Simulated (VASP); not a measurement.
# Lu (P6_3/mmc) in VASP: further runs

Lu is run at these levels: r2SCAN; tasks: single point.

Program: VASP 6.6.1. These are calculated values, not measurements. Logs are shortened: lines on timing, memory, paths and dates and some standing lists are left out, and cuts for length are marked.

### Step 1. The cell of the first run

It takes space group P6_3/mmc (No. 194, hexagonal). The conventional cell has a = 3.505 Å, b = 3.505 Å, c = 5.470 Å, α = 90.00°, β = 90.00°, γ = 120.00°. Within 4.5 Å of Lu (site symmetry -6m2) lie 12 Lu at 3.40 to 3.50 Å.

### Step 2. Single point, r2SCAN

Input file POSCAR:

```
Lu
1.0
    3.5048186286      0.0000000000      0.0000000000
   -1.7524093143      3.0352619680      0.0000000000
    0.0000000000      0.0000000000      5.4696750779
Lu
2
Direct
    0.3333333333      0.6666666667      0.2500000000
    0.6666666667      0.3333333333      0.7500000000
```

Input file INCAR.step1:

```
SYSTEM = Lu
PREC = Accurate ; ENCUT = 520
ISMEAR = 0 ; SIGMA = 0.6
LREAL = .False. ; LASPH = .True.
NELM = 100 ; NBANDS = 32
GGA = PE ; ALGO = Normal
EDIFF = 1E-4 ; LWAVE = .True.
LCHARG = .False.
```

Input file INCAR.step2:

```
SYSTEM = Lu
PREC = Accurate ; ENCUT = 520
EDIFF = 1E-6 ; ISMEAR = 0
SIGMA = 0.6 ; LREAL = .False.
LASPH = .True. ; NELM = 100
ALGO = Normal ; ISIF = 2
LWAVE = .False. ; LCHARG = .True.
METAGGA = R2SCAN ; LMIXTAU = .True.
LELF = .True. ; LVHAR = .True.
NBANDS = 32 ; ISTART = 1
```

Input file KPOINTS:

```
regular mesh
0
Gamma
  10 10 6
  0 0 0
```

Potentials or basis: VASP PAW PBE potentials, release 64 (Lu).

On the command line:

```bash
$ cat potpaw_PBE.64/Lu/POTCAR > POTCAR
$ cp INCAR.step1 INCAR
$ mpirun -np 1 vasp_std > vasp.out
$ cp INCAR.step2 INCAR
$ mpirun -np 1 vasp_std > vasp.out
```

OUTCAR:

```text
SYSTEM = Lu
   PREC = Accurate
   ENCUT = 520
   EDIFF = 1E-6
   ISMEAR = 0
   LREAL = .False.
   LASPH = .True.
   NELM = 100
   ISIF = 2
   METAGGA = R2SCAN
   ISTART = 1

 ion  position               nearest neighbor table
   1  0.333  0.667  0.250-   2 3.40   2 3.40   2 3.40   2 3.40   2 3.40   2 3.40
   2  0.667  0.333  0.750-   1 3.40   1 3.40   1 3.40   1 3.40   1 3.40   1 3.40

  LATTYP: Found a hexagonal cell.
 ALAT       =     3.5048186286
 C/A-ratio  =     1.5606157287

  Lattice vectors:

 A1 = (   3.5048186286,   0.0000000000,   0.0000000000)
 A2 = (  -1.7524093143,   3.0352619680,   0.0000000000)
 A3 = (   0.0000000000,   0.0000000000,   5.4696750779)

Analysis of symmetry for initial positions (statically):
=====================================================================
 Subroutine PRICEL returns:
 Original cell was already a primitive cell.

 Routine SETGRP: Setting up the symmetry group for a
 hexagonal supercell.

 Subroutine GETGRP returns: Found 24 space group operations
 (whereof 12 operations were pure point group operations)
 out of a pool of 24 trial point group operations.

The static configuration has the point symmetry D_3d.
 The point group associated with its full space group is D_6h.

Analysis of symmetry for dynamics (positions and initial velocities):
=====================================================================
 Subroutine PRICEL returns:
 Original cell was already a primitive cell.

 Routine SETGRP: Setting up the symmetry group for a
 hexagonal supercell.

 Subroutine GETGRP returns: Found 24 space group operations
 (whereof 12 operations were pure point group operations)
 out of a pool of 24 trial point group operations.

The dynamic configuration has the point symmetry D_3d.
 The point group associated with its full space group is D_6h.

 Subroutine INISYM returns: Found 24 space group operations
 (whereof 12 operations are pure point group operations),
 and found     1 'primitive' translations

----------------------------------------------------------------------------------------

                                     Primitive cell

  volume of cell :      58.1866

  direct lattice vectors                    reciprocal lattice vectors
     3.504818629  0.000000000  0.000000000     0.285321469  0.164730427  0.000000000
    -1.752409314  3.035261968  0.000000000     0.000000000  0.329460854  0.000000000
     0.000000000  0.000000000  5.469675078     0.000000000  0.000000000  0.182826217

  length of vectors
     3.504818629  3.504818629  5.469675078     0.329460854  0.329460854  0.182826217

  position of ions in fractional coordinates (direct lattice)
     0.333333333  0.666666667  0.250000000
     0.666666667  0.333333333  0.750000000

  ion indices of the primitive-cell ions
   primitive index   ion index
                 1           1
                 2           2

----------------------------------------------------------------------------------------

 KPOINTS: regular mesh

Automatic generation of k-mesh.
 Grid dimensions read from file:
 generate k-points for:   10   10    6

 Generating k-lattice:

  Cartesian coordinates                     Fractional coordinates (reciprocal lattice)
     0.028532147  0.016473043  0.000000000     0.100000000 -0.000000000  0.000000000
     0.000000000  0.032946085  0.000000000     0.000000000  0.100000000  0.000000000
     0.000000000  0.000000000  0.030471036     0.000000000  0.000000000  0.166666667

  Length of vectors
     0.032946085  0.032946085  0.030471036

  Shift w.r.t. Gamma in fractional coordinates (k-lattice)
     0.000000000  0.000000000  0.000000000

 Subroutine IBZKPT returns following result:
 ===========================================

 Found     56 irreducible k-points:

 Following reciprocal coordinates:
            Coordinates               Weight
  0.000000  0.000000  0.000000      1.000000
  0.100000 -0.000000  0.000000      6.000000
  0.200000 -0.000000  0.000000      6.000000
  0.300000 -0.000000  0.000000      6.000000
  0.400000 -0.000000  0.000000      6.000000
  0.500000 -0.000000  0.000000      3.000000
[... 16 lines left out ...]
  0.300000  0.100000  0.166667     24.000000
  0.400000  0.100000  0.166667     24.000000
 [... further k-points ...]
   k-points           NKPTS =     56   k-points in BZ     NKDIM =     56   number of bands    NBANDS=     32
   number of dos      NEDOS =    301   number of ions     NIONS =      2
   total plane-waves  NPLWV =  32928
   dimension x,y,z NGX =    28 NGY =   28 NGZ =   42
   dimension x,y,z NGXF=    56 NGYF=   56 NGZF=   84
   ions per type =               2
   NGX,Y,Z   is equivalent  to a cutoff of  13.28, 13.28, 12.77 a.u.
   NGXF,Y,Z  is equivalent  to a cutoff of  26.56, 26.56, 25.53 a.u.
 SYSTEM =  Lu
   PREC   = accura    normal or accurate (medium, high low for compatibility)
   ISTART =      1    job   : 0-new  1-cont  2-samecut
   ICHARG =      0    charge: 1-file 2-atom 10-const
   ISPIN  =      1    spin polarized calculation?
   LNONCOLLINEAR =      F non collinear calculations
   LSORBIT =      F    spin-orbit coupling
   LASPH  =      T    aspherical Exc in radial PAW
   ENCUT  =  520.0 eV  38.22 Ry    6.18 a.u.   6.52  6.52 10.17*2*pi/ulx,y,z
   NELM   =    100;   NELMIN=  2; NELMDL=  0     # of ELM steps
   EDIFF  = 0.1E-05   stopping-criterion for ELM
   LREAL  =      F    real-space projection
   EDIFFG = 0.1E-04   stopping-criterion for IOM
   NSW    =      0    number of steps for IOM
   IBRION =     -1    ionic relax: 0-MD 1-quasi-New 2-CG
   NFREE  =      0    steps in history (QN), initial steepest desc. (CG)
   ISIF   =      2    stress and relaxation
   ISYM   =      2    0-nonsym 1-usesym 2-fastsym
   POTIM  = 0.5000    time-step for ionic-motion
   TEBEG  =    0.0;   TEEND  =   0.0 temperature during run
   PSTRESS=    0.0 pullay stress
   NELECT =      50.0000    total number of electrons
   NUPDOWN=      -1.0000    fix difference up-down
   EMIN   =  10.00;   EMAX   =-10.00  energy-range for DOS
   EFERMI =   0.00;   METHOD = LEGACY
   ISMEAR =     0;   SIGMA  =   0.60  broadening in eV -4-tet -1-fermi 0-gaus
   EFERMI_NEDOS =   21; number of points for ismear=-14 and -15
   IALGO  =     38    algorithm
   IMIX   =      4    mixing-type and parameters
     AMIX     =   0.40;   BMIX     =  1.00
     AMIX_MAG =   1.60;   BMIX_MAG =  1.00
  volume/ion in A,a.u.               =      29.09       196.33
  Fermi-wavevector in a.u.,A,eV,Ry     =   1.556409  2.941187 32.958877  2.422409
  Thomas-Fermi vector in A             =   2.660209
   LORBIT       =      0    0 simple, 1 ext, 2 COOP (PROOUT), +10 PAW based schemes
   METAGGA = R2SCAN    functional components
   LHFCALC =     F    Hartree Fock is set to
   AEXX    =    0.0000 exact exchange contribution
   IVDW    =     0    specifies the selected vdW correction
   LEPSILON=     F    determine dielectric tensor
   LRPA    =     F    only Hartree local field effects (RPA)
 non-spin polarized calculation
 Gauss-broadening in eV      SIGMA  =   0.60
  energy-cutoff  :      520.00
  volume of cell :       58.19
 maximum number of plane-waves:      1616
 NGX is ok and might be reduce to    28
   NGX = 13   NGY = 13   NGZ = 21

 number of electron      49.9999994 magnetization

 Free energy of the ion-electron system (eV)
  ---------------------------------------------------
  ext. energy  EPLUGINS =         0.00000000
  ---------------------------------------------------
  free energy    TOTEN  =       -76.38029668 eV

  energy without entropy =      -75.90703931  energy(sigma->0) =      -76.14366800

 E-fermi :   2.1742     XC(G=0): -11.6053

 val. band max:        2.1667407883   @ k =   0.2000  -0.0000   0.0000
 cond. band min:       2.1811326623   @ k =   0.3000   0.1000   0.1667
 fundamental gap:      0.0143918740
 Fermi energy:         2.1741989268

 k-point     1 :       0.0000    0.0000    0.0000
  band No.  band energies     occupation
      1     -55.7038      2.00000
      2     -55.6649      2.00000
      3     -26.0138      2.00000
      4     -25.5527      2.00000
      5     -25.5526      2.00000
      6     -25.4669      2.00000
[... 24 lines left out ...]
     31       5.9587      0.00000
     32       5.9587      0.00000

 k-point     2 :       0.1000   -0.0000    0.0000
  band No.  band energies     occupation
      1     -55.7013      2.00000
      2     -55.6641      2.00000
      3     -25.9972      2.00000
      4     -25.5849      2.00000
      5     -25.5638      2.00000
      6     -25.5009      2.00000
[... 24 lines left out ...]
     31       5.6368      0.00000
     32       5.7049      0.00000

 k-point     3 :       0.2000   -0.0000    0.0000
  band No.  band energies     occupation
      1     -55.6945      2.00000
      2     -55.6622      2.00000
      3     -25.9509      2.00000
      4     -25.6698      2.00000
      5     -25.5919      2.00000
      6     -25.5874      2.00000
[... 24 lines left out ...]
     31       6.1016      0.00000
     32       6.2860      0.00000

 k-point     4 :       0.3000   -0.0000    0.0000
  band No.  band energies     occupation
      1     -55.6856      2.00000
      2     -55.6605      2.00000
      3     -25.8843      2.00000
      4     -25.7756      2.00000
      5     -25.6892      2.00000
      6     -25.6249      2.00000
[... 24 lines left out ...]
     31       6.9047      0.00000
     32       7.2592      0.00000

 k-point     5 :       0.4000   -0.0000    0.0000
  band No.  band energies     occupation
      1     -55.6773      2.00000
      2     -55.6602      2.00000
      3     -25.8616      2.00000
      4     -25.8148      2.00000
      5     -25.7680      2.00000
      6     -25.6507      2.00000
[... 584 lines left out ...]
     31       5.9897      0.00000
     32       6.4412      0.00000

 k-point    22 :       0.2000    0.1000    0.1667
  band No.  band energies     occupation
      1     -55.6869      2.00000
      2     -55.6629      2.00000
      3     -25.9021      2.00000
      4     -25.7093      2.00000
      5     -25.6817      2.00000
      6     -25.6051      2.00000
[... 24 lines left out ...]
     31       6.5237      0.00000
     32       7.1194      0.00000

 k-point    23 :       0.3000    0.1000    0.1667
  band No.  band energies     occupation
      1     -55.6787      2.00000
      2     -55.6614      2.00000
      3     -25.8849      2.00000
      4     -25.7872      2.00000
      5     -25.7305      2.00000
      6     -25.6436      2.00000
[... 24 lines left out ...]
     31       7.6217      0.00000
     32       7.9386      0.00000

 k-point    24 :       0.4000    0.1000    0.1667
  band No.  band energies     occupation
      1     -55.6726      2.00000
      2     -55.6615      2.00000
      3     -25.9102      2.00000
      4     -25.8212      2.00000
      5     -25.7316      2.00000
      6     -25.6591      2.00000
[... 24 lines left out ...]
     31       8.3394      0.00000
     32       8.6291      0.00000

 [... further k-points ...]

------------------------ aborting loop because EDIFF is reached ----------------------------------------

  FORCE on cell =-STRESS in cart. coord.  units (eV):
  Direction    XX          YY          ZZ          XY          YZ          ZX
  --------------------------------------------------------------------------------------
  -------------------------------------------------------------------------------------
  Total        0.1895184      0.1895184      0.4984635     -0.0000000      0.0000000      0.0000000
  in kB        5.2184160      5.2184160     13.7252638     -0.0000000      0.0000000      0.0000000
  external PRESSURE =       8.0540319 kB  Pullay stress =       0.0000000 kB

 VOLUME and BASIS-vectors are now :
 -----------------------------------------------------------------------------
  energy-cutoff  :      520.00
  volume of cell :       58.19
      direct lattice vectors                 reciprocal lattice vectors
     3.504818629  0.000000000  0.000000000     0.285321469  0.164730427  0.000000000
    -1.752409314  3.035261968  0.000000000     0.000000000  0.329460854  0.000000000
     0.000000000  0.000000000  5.469675078     0.000000000  0.000000000  0.182826217

 POSITION                                       TOTAL-FORCE (eV/Angst)
 -----------------------------------------------------------------------------------
     -0.00000      2.02351      1.36742        -0.000000      0.000000      0.000000
      1.75241      1.01175      4.10226         0.000000      0.000000      0.000000
 -----------------------------------------------------------------------------------
    total drift:                               -0.000000      0.000000     -0.000000

  FREE ENERGIE OF THE ION-ELECTRON SYSTEM (eV)
  ---------------------------------------------------
  free  energy   TOTEN  =       -76.3802966845 eV

  energy  without entropy=      -75.9070393077  energy(sigma->0) =      -76.14366800
```

It took 13 min on 1 thread of Intel Xeon 8259CL, shared host; peak memory 0.25 GiB.

Results:

- Free energy: -76.3803 eV
- Pressure: 0.8 GPa
- Band gap on the k mesh: zero (bands 25 and 26 overlap by 2.00 eV)

Caveat: so wide a smearing shifts energies and pressures; the PAW data sets were made with another functional, which shifts forces and pressure a little; spin-orbit coupling is left out, which moves the levels of the heavy elements.

### Step 3. Single point, r2SCAN

POSCAR is that of step 2.

Input file INCAR.step1:

```
SYSTEM = Lu
  PREC = Accurate
  ENCUT = 520
  ISMEAR = 0
  SIGMA = 1.0
  LREAL = .False.
  LASPH = .True.
  NELM = 80
  NBANDS = 32
  GGA = PE
  ALGO = Normal
  EDIFF = 1E-4
  LWAVE = .True.
  LCHARG = .False.
```

Input file INCAR.step2:

```
SYSTEM = Lu
  PREC = Accurate
  ENCUT = 520
  EDIFF = 1E-6
  ISMEAR = 0
  SIGMA = 1.0
  LREAL = .False.
  LASPH = .True.
  NELM = 80
  ALGO = Normal
  ISIF = 2
  LWAVE = .False.
  LCHARG = .False.
  METAGGA = R2SCAN
  LMIXTAU = .True.
  NBANDS = 32
  ISTART = 1
```

KPOINTS is that of step 2.

Potentials or basis: VASP PAW PBE potentials, release 64 (Lu).

On the command line:

```bash
$ cat potpaw_PBE.64/Lu/POTCAR > POTCAR
$ cp INCAR.step1 INCAR
$ mpirun -np 1 vasp_std > vasp.out
$ cp INCAR.step2 INCAR
$ mpirun -np 1 vasp_std > vasp.out
```

Run time: 11 min. Hardware: 1 thread of Intel Xeon 8259CL, shared host; peak memory 0.25 GiB.

It converged, with:

- Free energy: -76.7675 eV
- Pressure: 1.4 GPa
- Band gap on the k mesh: zero (bands 25 and 26 overlap by 2.00 eV)

Stress tensor (GPa, compression positive):
```
0.96 0.00 0.00
0.00 0.96 0.00
0.00 0.00 2.38
```

Levels at points of the mesh, in eV from the Fermi level:
```
           k point  band 23  band 24  band 25  band 26  band 27  band 28
(0.00, 0.00, 0.00)    -5.03    -2.43     0.51     2.42     2.42     2.90
(0.50, 0.00, 0.00)    -2.41    -1.46    -0.88    -0.46     1.70     2.08
(0.00, 0.00, 0.50)    -4.58    -4.58     1.33     1.33     2.33     2.33
(0.50, 0.00, 0.50)    -2.15    -2.15     0.06     0.06     1.43     1.43
```

Caveat: so wide a smearing shifts energies and pressures; the PAW data sets were made with another functional, which shifts forces and pressure a little; spin-orbit coupling is left out, which moves the levels of the heavy elements.

[end of part 1 of 2]
